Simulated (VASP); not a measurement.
Wanted: the native input for a VASP 6.6.1 run.

| Quantity | Value |
| --- | --- |
| Task | single point |
| Functional | LDA |
| Potentials or basis | VASP PAW LDA potentials, release 64 (Mo_sv, Rh_sv_GW) |
| Cutoff | 620 eV |
| k mesh | 8 × 8 × 5 |
| Occupations | fermi-dirac, width 0.1 eV |
| Spin | no spin polarisation |
| Dipole correction | no |
| Further INCAR settings | ALGO = Normal; EDIFF = 1e-06; NBANDS = 22 |

The structure of MoRh lies in POSCAR:

```
MoRh
1.0
    2.7343373080     -0.0000002824      0.0000000000
   -1.3671684095      2.3680057124      0.0000000000
    0.0000000000      0.0000000000      4.3403859505
Mo Rh
1 1
Direct
    0.0000000000      0.0000000000      0.5000000000
    0.3333333333      0.6666666667      0.0000000000
```

One way to write it, as run:

INCAR

```
PREC     = Accurate       # precision mode
ENCUT    = 620            # plane-wave cutoff, eV
EDIFF    = 1E-6           # SCF threshold, eV
ISMEAR   = -1             # smearing method
SIGMA    = 0.1            # smearing width, eV
LREAL    = False          # projectors in reciprocal space
LASPH    = True           # aspherical terms in the spheres
NELM     = 120            # most SCF steps
ALGO     = Normal         # electronic algorithm
ISIF     = 2              # what is computed and relaxed
LWAVE    = False          # write WAVECAR
LCHARG   = False          # write CHGCAR
GGA      = CA             # functional
NBANDS   = 22             # bands
GGA_COMPAT= False
```

KPOINTS

```
Automatic mesh
0
Gamma
  8 8 5
```

Potentials or basis: VASP PAW LDA potentials, release 64 (Mo_sv, Rh_sv_GW).

Command:

```bash
$ cat potpaw_LDA.64/Mo_sv/POTCAR potpaw_LDA.64/Rh_sv_GW/POTCAR > POTCAR
$ mpirun -np 1 vasp_std > vasp.out
```

It gave:

```yaml
Pressure: 0.9 GPa
Band_gap_on_the_k_mesh: zero (an odd number of electrons rules out a gap without spin polarisation)
```

Run time: 22 s on 1 thread of Intel(R) Xeon(R) Platinum 8488C (Sapphire Rapids) (shared host), peak memory 0.17 GiB.
